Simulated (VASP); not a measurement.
# Cd3TeSe2 (P6/mmm) in VASP: a series of runs

Runs on Cd3TeSe2. Level: PBE. Tasks: relaxation of cell and atoms, single point.

Everything below comes from runs of VASP 6.6.1. Logs are shortened: lines on timing, memory, paths and dates and some standing lists are left out, and cuts for length are marked.

**1. The cell of the first run**

Symmetry: P6/mmm, No. 191, hexagonal system. The conventional cell has a = 7.305 Å, b = 7.305 Å, c = 3.674 Å, α = 90.00°, β = 90.00°, γ = 120.00°. Within 3.7 Å of Cd (site symmetry mmm) lie 4 Se at 2.80 Å and 6 Cd at 3.65 to 3.67 Å. Te (site symmetry 6/mmm) has 2 Te at 3.67 Å and 12 Cd at 4.09 Å and 6 Se at 4.22 Å within 4.8 Å. Se (site symmetry -6m2) has 6 Cd at 2.80 Å and 2 Se at 3.67 Å within 3.7 Å.

**2. Relaxation of cell and atoms, PBE**

Input file INCAR:

```
PREC = Accurate
ENCUT = 600
EDIFF = 1E-6
ISMEAR = 0
SIGMA = 0.1
LREAL = False
LASPH = True
NELM = 60
ALGO = Normal
ISIF = 3
LWAVE = False
LCHARG = False
GGA = PE
IBRION = 2
NSW = 100
EDIFFG = -0.01
```

Input file KPOINTS:

```
regular mesh
0
Gamma
  6 6 10
```

Input file POSCAR:

```
Cd3TeSe2
1.0
    7.3050604621     -0.0000000034      0.0000000000
   -3.6525302281      6.3263679380      0.0000000000
    0.0000000000      0.0000000000      3.6739343425
Cd Te Se
3 1 2
Direct
    0.5000000000      0.0000000000      0.5000000000
    0.5000000000      0.5000000000      0.5000000000
    0.0000000000      0.5000000000      0.5000000000
    0.0000000000      0.0000000000      0.0000000000
    0.3333333333      0.6666666667      0.0000000000
    0.6666666667      0.3333333333      0.0000000000
```

Potentials or basis: VASP PAW PBE potentials, release 64 (Cd, Te, Se).

On the command line:

```
$ cat potpaw_PBE.64/Cd/POTCAR potpaw_PBE.64/Te/POTCAR potpaw_PBE.64/Se/POTCAR > POTCAR
$ mpirun -np 1 vasp_std > vasp.out
```

OUTCAR:

```text
PREC = Accurate
   ENCUT = 600
   EDIFF = 1E-6
   ISMEAR = 0
   LREAL = False
   LASPH = True
   NELM = 60
   ISIF = 3
   GGA = PE
   IBRION = 2
   NSW = 100
   EDIFFG = -0.01

 ion  position               nearest neighbor table
   1  0.500  0.000  0.500-   5 2.80   6 2.80   5 2.80   6 2.80   2 3.65   2 3.65   3 3.65   3 3.65

   2  0.500  0.500  0.500-   5 2.80   6 2.80   5 2.80   6 2.80   1 3.65   1 3.65   3 3.65   3 3.65

   3  0.000  0.500  0.500-   5 2.80   6 2.80   5 2.80   6 2.80   1 3.65   1 3.65   2 3.65   2 3.65

   4  0.000  0.000  0.000-
   5  0.333  0.667  0.000-   1 2.80   1 2.80   3 2.80   3 2.80   2 2.80   2 2.80
   6  0.667  0.333  0.000-   1 2.80   1 2.80   3 2.80   3 2.80   2 2.80   2 2.80

  LATTYP: Found a hexagonal cell.
 ALAT       =     7.3050604621
 C/A-ratio  =     0.5029300389

  Lattice vectors:

 A1 = (   7.3050604621,  -0.0000000034,   0.0000000000)
 A2 = (  -3.6525302281,   6.3263679380,   0.0000000000)
 A3 = (   0.0000000000,   0.0000000000,   3.6739343425)

Analysis of symmetry for initial positions (statically):
=====================================================================
 Subroutine PRICEL returns:
 Original cell was already a primitive cell.

 Routine SETGRP: Setting up the symmetry group for a
 hexagonal supercell.

 Subroutine GETGRP returns: Found 24 space group operations
 (whereof 24 operations were pure point group operations)
 out of a pool of 24 trial point group operations.

The static configuration has the point symmetry D_6h.

Analysis of symmetry for dynamics (positions and initial velocities):
=====================================================================
 Subroutine PRICEL returns:
 Original cell was already a primitive cell.

 Routine SETGRP: Setting up the symmetry group for a
 hexagonal supercell.

 Subroutine GETGRP returns: Found 24 space group operations
 (whereof 24 operations were pure point group operations)
 out of a pool of 24 trial point group operations.

The dynamic configuration has the point symmetry D_6h.

 Subroutine INISYM returns: Found 24 space group operations
 (whereof 24 operations are pure point group operations),
 and found     1 'primitive' translations

----------------------------------------------------------------------------------------

                                     Primitive cell

  volume of cell :     169.7890

  direct lattice vectors                    reciprocal lattice vectors
     7.305060462 -0.000000003  0.000000000     0.136891406  0.079034290  0.000000000
    -3.652530228  6.326367938  0.000000000     0.000000000  0.158068581  0.000000000
     0.000000000  0.000000000  3.673934342     0.000000000  0.000000000  0.272187771

  length of vectors
     7.305060462  7.305060462  3.673934342     0.158068581  0.158068581  0.272187771

  position of ions in fractional coordinates (direct lattice)
     0.500000000  0.000000000  0.500000000
     0.500000000  0.500000000  0.500000000
     0.000000000  0.500000000  0.500000000
     0.000000000  0.000000000  0.000000000
     0.333333333  0.666666667  0.000000000
     0.666666667  0.333333333  0.000000000

  ion indices of the primitive-cell ions
   primitive index   ion index
                 1           1
                 2           2
                 3           3
                 4           4
                 5           5
                 6           6

----------------------------------------------------------------------------------------

 KPOINTS: regular mesh

Automatic generation of k-mesh.
 Grid dimensions read from file:
 generate k-points for:    6    6   10

 Generating k-lattice:

  Cartesian coordinates                     Fractional coordinates (reciprocal lattice)
     0.022815234  0.013172382  0.000000000     0.166666667  0.000000000  0.000000000
     0.000000000  0.026344763  0.000000000     0.000000000  0.166666667  0.000000000
     0.000000000  0.000000000  0.027218777     0.000000000  0.000000000  0.100000000

  Length of vectors
     0.026344763  0.026344763  0.027218777

  Shift w.r.t. Gamma in fractional coordinates (k-lattice)
     0.000000000  0.000000000  0.000000000

 Subroutine IBZKPT returns following result:
 ===========================================

 Found     42 irreducible k-points:

 Following reciprocal coordinates:
            Coordinates               Weight
  0.000000  0.000000  0.000000      1.000000
  0.166667  0.000000  0.000000      6.000000
  0.333333  0.000000  0.000000      6.000000
  0.500000  0.000000  0.000000      3.000000
  0.166667  0.166667  0.000000      6.000000
  0.333333  0.166667  0.000000     12.000000
[... 16 lines left out ...]
  0.166667  0.000000  0.300000     12.000000
  0.333333  0.000000  0.300000     12.000000
 [... further k-points ...]
   k-points           NKPTS =     42   k-points in BZ     NKDIM =     42   number of bands    NBANDS=     32
   number of dos      NEDOS =    301   number of ions     NIONS =      6
   total plane-waves  NPLWV = 108000
   dimension x,y,z NGX =    60 NGY =   60 NGZ =   30
   dimension x,y,z NGXF=   120 NGYF=  120 NGZF=   60
   ions per type =               3   1   2
   NGX,Y,Z   is equivalent  to a cutoff of  13.65, 13.65, 13.58 a.u.
   NGXF,Y,Z  is equivalent  to a cutoff of  27.31, 27.31, 27.15 a.u.
 SYSTEM =  unknown system
   PREC   = accura    normal or accurate (medium, high low for compatibility)
   ISTART =      0    job   : 0-new  1-cont  2-samecut
   ICHARG =      2    charge: 1-file 2-atom 10-const
   ISPIN  =      1    spin polarized calculation?
   LNONCOLLINEAR =      F non collinear calculations
   LSORBIT =      F    spin-orbit coupling
   LASPH  =      T    aspherical Exc in radial PAW
   ENCUT  =  600.0 eV  44.10 Ry    6.64 a.u.  14.59 14.59  7.34*2*pi/ulx,y,z
   NELM   =     60;   NELMIN=  2; NELMDL= -5     # of ELM steps
   EDIFF  = 0.1E-05   stopping-criterion for ELM
   LREAL  =      F    real-space projection
   EDIFFG = -.1E-01   stopping-criterion for IOM
   NSW    =    100    number of steps for IOM
   IBRION =      2    ionic relax: 0-MD 1-quasi-New 2-CG
   NFREE  =      1    steps in history (QN), initial steepest desc. (CG)
   ISIF   =      3    stress and relaxation
   ISYM   =      2    0-nonsym 1-usesym 2-fastsym
   POTIM  = 0.5000    time-step for ionic-motion
   TEBEG  =    0.0;   TEEND  =   0.0 temperature during run
   PSTRESS=    0.0 pullay stress
   NELECT =      54.0000    total number of electrons
   NUPDOWN=      -1.0000    fix difference up-down
   EMIN   =  10.00;   EMAX   =-10.00  energy-range for DOS
   EFERMI =   0.00;   METHOD = LEGACY
   ISMEAR =     0;   SIGMA  =   0.10  broadening in eV -4-tet -1-fermi 0-gaus
   EFERMI_NEDOS =   21; number of points for ismear=-14 and -15
   IALGO  =     38    algorithm
   IMIX   =      4    mixing-type and parameters
     AMIX     =   0.40;   BMIX     =  1.00
     AMIX_MAG =   1.60;   BMIX_MAG =  1.00
  volume/ion in A,a.u.               =      28.30       190.97
  Fermi-wavevector in a.u.,A,eV,Ry     =   1.117471  2.111714 16.990154  1.248741
  Thomas-Fermi vector in A             =   2.254094
   LORBIT       =      0    0 simple, 1 ext, 2 COOP (PROOUT), +10 PAW based schemes
   GGA     = PE    functional components
   LHFCALC =     F    Hartree Fock is set to
   AEXX    =    0.0000 exact exchange contribution
   IVDW    =     0    specifies the selected vdW correction
   LEPSILON=     F    determine dielectric tensor
   LRPA    =     F    only Hartree local field effects (RPA)
 conjugate gradient relaxation of ions
 non-spin polarized calculation
 Gauss-broadening in eV      SIGMA  =   0.10
  energy-cutoff  :      600.00
  volume of cell :      169.79
 maximum number of plane-waves:      5721
 NGX is ok and might be reduce to    60
   NGX = 29   NGY = 29   NGZ = 15

--------------------------------------- Ionic step        1  -------------------------------------------

 number of electron      54.0000011 magnetization

 Free energy of the ion-electron system (eV)
  ---------------------------------------------------
  ext. energy  EPLUGINS =         0.00000000
  ---------------------------------------------------
  free energy    TOTEN  =       -12.76861550 eV

  energy without entropy =      -12.75328174  energy(sigma->0) =      -12.76094862

------------------------ aborting loop because EDIFF is reached ----------------------------------------

  FORCE on cell =-STRESS in cart. coord.  units (eV):
  Direction    XX          YY          ZZ          XY          YZ          ZX
  --------------------------------------------------------------------------------------
  -------------------------------------------------------------------------------------
  Total       -0.0999970     -0.0999970      0.7224267     -0.0000000      0.0000000      0.0000000
  in kB       -0.9435995     -0.9435995      6.8170226     -0.0000000      0.0000000      0.0000000
  external PRESSURE =       1.6432745 kB  Pullay stress =       0.0000000 kB
[... 105 lines left out ...]
  energy  without entropy=      -12.7561785527  energy(sigma->0) =      -12.76366578

--------------------------------------- Ionic step        4  -------------------------------------------

 number of electron      54.0000015 magnetization

 Free energy of the ion-electron system (eV)
  ---------------------------------------------------
  ext. energy  EPLUGINS =         0.00000000
  ---------------------------------------------------
  free energy    TOTEN  =       -12.77160180 eV

  energy without entropy =      -12.75684407  energy(sigma->0) =      -12.76422294

 E-fermi :   2.5191     XC(G=0):  -9.3434

 val. band max:        2.4910191456   @ k =   0.5000   0.0000   0.5000
 cond. band min:       2.5222068634   @ k =   0.1667   0.0000   0.4000
 fundamental gap:      0.0311877178
 Fermi energy:         2.5191053062

 k-point     1 :       0.0000    0.0000    0.0000
  band No.  band energies     occupation
      1     -11.3809      2.00000
      2     -10.7665      2.00000
      3      -7.4130      2.00000
      4      -6.4787      2.00000
      5      -6.3651      2.00000
      6      -6.3457      2.00000
[... 829 lines left out ...]
     31       5.4524      0.00000
     32       5.9573      0.00000

 [... further k-points ...]
[... 5 lines left out ...]
  --------------------------------------------------------------------------------------
  -------------------------------------------------------------------------------------
  Total       -0.0516221     -0.0516221     -0.0080618     -0.0000000     -0.0000000      0.0000000
  in kB       -0.4863130     -0.4863130     -0.0759477     -0.0000000     -0.0000000      0.0000000
  external PRESSURE =      -0.3495246 kB  Pullay stress =       0.0000000 kB
[... 21 lines left out ...]
  FREE ENERGIE OF THE ION-ELECTRON SYSTEM (eV)
  ---------------------------------------------------
  free  energy   TOTEN  =       -12.7716018046 eV

  energy  without entropy=      -12.7568440673  energy(sigma->0) =      -12.76422294

 reached required accuracy - stopping structural energy minimisation
```

It took 23 min on 1 thread of AMD EPYC 7R13, shared host; peak memory 0.49 GiB.

What came out:

* Free energy: -12.7716 eV
* Relaxed volume: 28.35 Å³/atom
* Relaxed cell: a = 7.285 Å, b = 7.285 Å, c = 3.701 Å, α = 90.00°, β = 90.00°, γ = 120.00°
* Space group after relaxing (to 0.05 Å): P6/mmm (No. 191)
* Energy gained by relaxing: 0.5 meV/atom
* Ionic steps: 4
* Pressure after relaxing: 0.0 GPa
* Band gap on the k mesh: zero (band 27 reaches 3.48 eV, above the bottom of band 28 at 2.20 eV)

The path:
```
step  energy change (eV)  largest force (eV/Å)  pressure (GPa)  volume (Å³)
   1              0.0000                0.0000            0.16       169.79
   2             -0.0025                0.0000           -0.10       170.50
   3             -0.0025                0.0000           -0.15       170.61
   4             -0.0030                0.0000           -0.03       170.07
```

Final structure:
```
CELL_PARAMETERS angstrom
7.28482 0.00000 0.00000
-3.64241 6.30884 0.00000
0.00000 0.00000 3.70051
ATOMIC_POSITIONS crystal
Cd 0.50000 0.00000 0.50000
Cd 0.50000 0.50000 0.50000
Cd 0.00000 0.50000 0.50000
Te 0.00000 0.00000 0.00000
Se 0.33333 0.66667 0.00000
Se 0.66667 0.33333 0.00000
```

Caveat: spin-orbit coupling is left out, which moves the levels of the heavy elements.

(Continued in part 2 of 3.)
